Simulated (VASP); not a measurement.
# CdF2 (Fm-3m) in VASP: electric field gradients with LDA

Aim: the electric field gradients of CdF2 with LDA.

Program: VASP 6.6.1. These are calculated values, not measurements. Logs are shortened: lines on timing, memory, paths and dates and some standing lists are left out, and cuts for length are marked.

### 1 The cell of the first run

Symmetry: Fm-3m, No. 225, cubic system. The conventional cell has a = 5.104 Å, b = 5.104 Å, c = 5.104 Å, α = 90.00°, β = 90.00°, γ = 90.00°. Cd (site symmetry m-3m) has 8 F at 2.21 Å within 2.9 Å. Within 2.9 Å of F (site symmetry -43m) lie 4 Cd at 2.21 Å and 6 F at 2.55 Å.

### 2 Electric field gradients, LDA (11.08 Å³/atom)

INCAR reads:

```
PREC = Accurate ; ENCUT = 520
EDIFF = 1E-8 ; ISMEAR = -1
SIGMA = 0.03 ; LREAL = F
LASPH = T ; NELM = 120
ALGO = Normal ; ISIF = 2
LWAVE = F ; LCHARG = F
GGA = CA ; LEFG = T
NBANDS = 24 ; GGA_COMPAT = F
```

KPOINTS reads:

```
Automatic mesh
0
Gamma
  9 9 9
```

POSCAR reads:

```
CdF2
1.0
    0.0000000000      2.5519406310      2.5519406310
    2.5519406310      0.0000000000      2.5519406310
    2.5519406310      2.5519406310      0.0000000000
Cd F
1 2
Direct
    0.0000000000      0.0000000000      0.0000000000
    0.2500000000      0.2500000000      0.2500000000
    0.7500000000      0.7500000000      0.7500000000
```

Potentials or basis: VASP PAW LDA potentials, release 64 (Cd_sv_GW, F).

The run is started by

```sh
$ cat potpaw_LDA.64/Cd_sv_GW/POTCAR potpaw_LDA.64/F/POTCAR > POTCAR
$ mpirun -np 1 vasp_std > vasp.out
```

OUTCAR:

```text
PREC = Accurate
   ENCUT = 520
   EDIFF = 1E-8
   ISMEAR = -1
   LREAL = F
   LASPH = T
   NELM = 120
   ISIF = 2
   GGA = CA

 ion  position               nearest neighbor table
   1  0.000  0.000  0.000-   3 2.21   3 2.21   3 2.21   2 2.21   3 2.21   2 2.21   2 2.21   2 2.21

   2  0.250  0.250  0.250-   1 2.21   1 2.21   1 2.21   1 2.21
   3  0.750  0.750  0.750-   1 2.21   1 2.21   1 2.21   1 2.21

  LATTYP: Found a face centered cubic cell.
 ALAT       =     5.1038812620

  Lattice vectors:

 A1 = (   0.0000000000,   2.5519406310,   2.5519406310)
 A2 = (   2.5519406310,   0.0000000000,   2.5519406310)
 A3 = (   2.5519406310,   2.5519406310,   0.0000000000)

Analysis of symmetry for initial positions (statically):
=====================================================================
 Subroutine PRICEL returns:
 Original cell was already a primitive cell.

 Routine SETGRP: Setting up the symmetry group for a
 face centered cubic supercell.

 Subroutine GETGRP returns: Found 48 space group operations
 (whereof 48 operations were pure point group operations)
 out of a pool of 48 trial point group operations.

The static configuration has the point symmetry O_h .

Analysis of symmetry for dynamics (positions and initial velocities):
=====================================================================
 Subroutine PRICEL returns:
 Original cell was already a primitive cell.

 Routine SETGRP: Setting up the symmetry group for a
 face centered cubic supercell.

 Subroutine GETGRP returns: Found 48 space group operations
 (whereof 48 operations were pure point group operations)
 out of a pool of 48 trial point group operations.

The dynamic configuration has the point symmetry O_h .

 Subroutine INISYM returns: Found 48 space group operations
 (whereof 48 operations are pure point group operations),
 and found     1 'primitive' translations

----------------------------------------------------------------------------------------

                                     Primitive cell

  volume of cell :      33.2385

  direct lattice vectors                    reciprocal lattice vectors
     0.000000000  2.551940631  2.551940631    -0.195929323  0.195929323  0.195929323
     2.551940631  0.000000000  2.551940631     0.195929323 -0.195929323  0.195929323
     2.551940631  2.551940631  0.000000000     0.195929323  0.195929323 -0.195929323

  length of vectors
     3.608989051  3.608989051  3.608989051     0.339359542  0.339359542  0.339359542

  position of ions in fractional coordinates (direct lattice)
     0.000000000  0.000000000  0.000000000
     0.250000000  0.250000000  0.250000000
     0.750000000  0.750000000  0.750000000

  ion indices of the primitive-cell ions
   primitive index   ion index
                 1           1
                 2           2
                 3           3

----------------------------------------------------------------------------------------

 KPOINTS: Automatic mesh

Automatic generation of k-mesh.
 Grid dimensions read from file:
 generate k-points for:    9    9    9

 Generating k-lattice:

  Cartesian coordinates                     Fractional coordinates (reciprocal lattice)
    -0.021769925  0.021769925  0.021769925     0.111111111  0.000000000  0.000000000
     0.021769925 -0.021769925  0.021769925     0.000000000  0.111111111  0.000000000
     0.021769925  0.021769925 -0.021769925     0.000000000  0.000000000  0.111111111

  Length of vectors
     0.037706616  0.037706616  0.037706616

  Shift w.r.t. Gamma in fractional coordinates (k-lattice)
     0.000000000  0.000000000  0.000000000

 Subroutine IBZKPT returns following result:
 ===========================================

 Found     35 irreducible k-points:

 Following reciprocal coordinates:
            Coordinates               Weight
  0.000000  0.000000  0.000000      1.000000
  0.111111  0.000000  0.000000      8.000000
  0.222222  0.000000  0.000000      8.000000
  0.333333  0.000000  0.000000      8.000000
  0.444444  0.000000  0.000000      8.000000
  0.111111  0.111111  0.000000      6.000000
[... 16 lines left out ...]
 -0.333333  0.333333  0.000000     12.000000
  0.444444  0.444444  0.000000      6.000000
 [... further k-points ...]
   k-points           NKPTS =     35   k-points in BZ     NKDIM =     35   number of bands    NBANDS=     24
   number of dos      NEDOS =    301   number of ions     NIONS =      3
   total plane-waves  NPLWV =  21952
   dimension x,y,z NGX =    28 NGY =   28 NGZ =   28
   dimension x,y,z NGXF=    56 NGYF=   56 NGZF=   56
   ions per type =               1   2
   NGX,Y,Z   is equivalent  to a cutoff of  12.90, 12.90, 12.90 a.u.
   NGXF,Y,Z  is equivalent  to a cutoff of  25.80, 25.80, 25.80 a.u.
 SYSTEM =  unknown system
   PREC   = accura    normal or accurate (medium, high low for compatibility)
   ISTART =      0    job   : 0-new  1-cont  2-samecut
   ICHARG =      2    charge: 1-file 2-atom 10-const
   ISPIN  =      1    spin polarized calculation?
   LNONCOLLINEAR =      F non collinear calculations
   LSORBIT =      F    spin-orbit coupling
   LASPH  =      T    aspherical Exc in radial PAW
   ENCUT  =  520.0 eV  38.22 Ry    6.18 a.u.   6.71  6.71  6.71*2*pi/ulx,y,z
   NELM   =    120;   NELMIN=  2; NELMDL= -5     # of ELM steps
   EDIFF  = 0.1E-07   stopping-criterion for ELM
   LREAL  =      F    real-space projection
   EDIFFG = 0.1E-06   stopping-criterion for IOM
   NSW    =      0    number of steps for IOM
   IBRION =     -1    ionic relax: 0-MD 1-quasi-New 2-CG
   NFREE  =      0    steps in history (QN), initial steepest desc. (CG)
   ISIF   =      2    stress and relaxation
   ISYM   =      2    0-nonsym 1-usesym 2-fastsym
   POTIM  = 0.5000    time-step for ionic-motion
   TEBEG  =    0.0;   TEEND  =   0.0 temperature during run
   PSTRESS=    0.0 pullay stress
   NELECT =      34.0000    total number of electrons
   NUPDOWN=      -1.0000    fix difference up-down
   EMIN   =  10.00;   EMAX   =-10.00  energy-range for DOS
   EFERMI =   0.00;   METHOD = LEGACY
   ISMEAR =    -1;   SIGMA  =   0.03  broadening in eV -4-tet -1-fermi 0-gaus
   EFERMI_NEDOS =   21; number of points for ismear=-14 and -15
   IALGO  =     38    algorithm
   IMIX   =      4    mixing-type and parameters
     AMIX     =   0.40;   BMIX     =  1.00
     AMIX_MAG =   1.60;   BMIX_MAG =  1.00
  volume/ion in A,a.u.               =      11.08        74.77
  Fermi-wavevector in a.u.,A,eV,Ry     =   1.649506  3.117114 37.019685  2.720870
  Thomas-Fermi vector in A             =   2.738614
   LORBIT       =      0    0 simple, 1 ext, 2 COOP (PROOUT), +10 PAW based schemes
   GGA     = CA    functional components
   LHFCALC =     F    Hartree Fock is set to
   AEXX    =    0.0000 exact exchange contribution
   IVDW    =     0    specifies the selected vdW correction
   LEPSILON=     F    determine dielectric tensor
   LRPA    =     F    only Hartree local field effects (RPA)
 non-spin polarized calculation
  energy-cutoff  :      520.00
  volume of cell :       33.24
 maximum number of plane-waves:       914
   NGX = 13   NGY = 13   NGZ = 13

 number of electron      33.9999978 magnetization

 Free energy of the ion-electron system (eV)
  ---------------------------------------------------
  ext. energy  EPLUGINS =         0.00000000
  ---------------------------------------------------
  free energy    TOTEN  =       -12.59516092 eV

  energy without entropy =      -12.59516092  energy(sigma->0) =      -12.59516092

 E-fermi :   3.0171     XC(G=0): -12.2268

 val. band max:        1.9833822919   @ k =  -0.3333   0.4444   0.2222
 cond. band min:       5.4114808946   @ k =   0.0000   0.0000   0.0000
 fundamental gap:      3.4280986027
 Fermi energy:         3.0170500481

 k-point     1 :       0.0000    0.0000    0.0000
  band No.  band energies     occupation
      1     -95.5409      2.00000
      2     -56.9882      2.00000
      3     -56.9882      2.00000
      4     -56.9882      2.00000
      5     -19.5433      2.00000
      6     -17.8021      2.00000
[... 16 lines left out ...]
     23      22.6962      0.00000
     24      22.6962      0.00000
[... 598 lines left out ...]
      2     -56.9945      2.00000
      3     -56.9908      2.00000
      4     -56.9908      2.00000
      5     -18.8044      2.00000
      6     -18.3918      2.00000
[... 16 lines left out ...]
     23      22.9657      0.00000
     24      23.0364      0.00000

 [... further k-points ...]

------------------------ aborting loop because EDIFF is reached ----------------------------------------

  FORCE on cell =-STRESS in cart. coord.  units (eV):
  Direction    XX          YY          ZZ          XY          YZ          ZX
  --------------------------------------------------------------------------------------
  -------------------------------------------------------------------------------------
  Total        3.5296791      3.5296791      3.5296791      0.0000000     -0.0000000      0.0000000
  in kB      170.1390932    170.1390932    170.1390932      0.0000000     -0.0000000      0.0000000
  external PRESSURE =     170.1390932 kB  Pullay stress =       0.0000000 kB

 VOLUME and BASIS-vectors are now :
 -----------------------------------------------------------------------------
  energy-cutoff  :      520.00
  volume of cell :       33.24
      direct lattice vectors                 reciprocal lattice vectors
     0.000000000  2.551940631  2.551940631    -0.195929323  0.195929323  0.195929323
     2.551940631  0.000000000  2.551940631     0.195929323 -0.195929323  0.195929323
     2.551940631  2.551940631  0.000000000     0.195929323  0.195929323 -0.195929323

 POSITION                                       TOTAL-FORCE (eV/Angst)
 -----------------------------------------------------------------------------------
      0.00000      0.00000      0.00000         0.000000      0.000000     -0.000000
      1.27597      1.27597      1.27597         0.000000      0.000000      0.000000
      3.82791      3.82791      3.82791        -0.000000     -0.000000     -0.000000
 -----------------------------------------------------------------------------------
    total drift:                                0.000000     -0.000000      0.000000

  FREE ENERGIE OF THE ION-ELECTRON SYSTEM (eV)
  ---------------------------------------------------
  free  energy   TOTEN  =       -12.5951609204 eV

  energy  without entropy=      -12.5951609204  energy(sigma->0) =      -12.59516092

 Electric field gradients (V/A^2)
---------------------------------------------------------------------
 ion       V_xx      V_yy      V_zz      V_xy      V_xz      V_yz
---------------------------------------------------------------------
   1       0.000     0.000    -0.000     0.004     0.004     0.004
   2      -0.000    -0.000    -0.000    -0.002    -0.002    -0.002
   3      -0.000    -0.000    -0.000    -0.002    -0.002    -0.002
---------------------------------------------------------------------

 Electric field gradients after diagonalization (V/A^2)
 (convention: |V_zz| > |V_xx| > |V_yy|)
----------------------------------------------------------------------
 ion       V_xx      V_yy      V_zz     asymmetry (V_yy - V_xx)/ V_zz
----------------------------------------------------------------------
   1      -0.004    -0.004     0.008       0.000
   2       0.002     0.002    -0.003       0.000
   3       0.002     0.002    -0.003       0.000
----------------------------------------------------------------------

           NMR quadrupolar parameters

 Cq : quadrupolar parameter    Cq=e*Q*V_zz/h
 eta: asymmetry parameters     (V_yy - V_xx)/ V_zz
 Q  : nuclear electric quadrupole moment in mb (millibarn)
----------------------------------------------------------------------
 ion       Cq(MHz)       eta       Q (mb)
----------------------------------------------------------------------
   1       0.000       0.000       1.000
   2      -0.000       0.000       1.000
   3      -0.000       0.000       1.000
----------------------------------------------------------------------
```

Run time: 40 s. Hardware: 1 thread of Intel Xeon 6975P-C (Granite Rapids), shared host; peak memory 0.16 GiB.

What came out:

```
Free energy                             : -12.5952 eV
Pressure                                : 17.0 GPa
Band gap on the k mesh                  : 3.43 eV (least direct gap 3.63 eV)
Largest electric field gradient by atom : under 0.05 V/Å² on every atom
```

Levels at points of the mesh, in eV from the valence-band top:
```csv
k point,band 15,band 16,band 17,band 18,band 19,band 20
"(0.00, 0.00, 0.00)",-0.20,-0.20,-0.20,3.43,12.99,12.99
```

Caveat: the cell stands under pressure; an odd mesh through Γ misses points on the zone boundary, where band edges can lie.
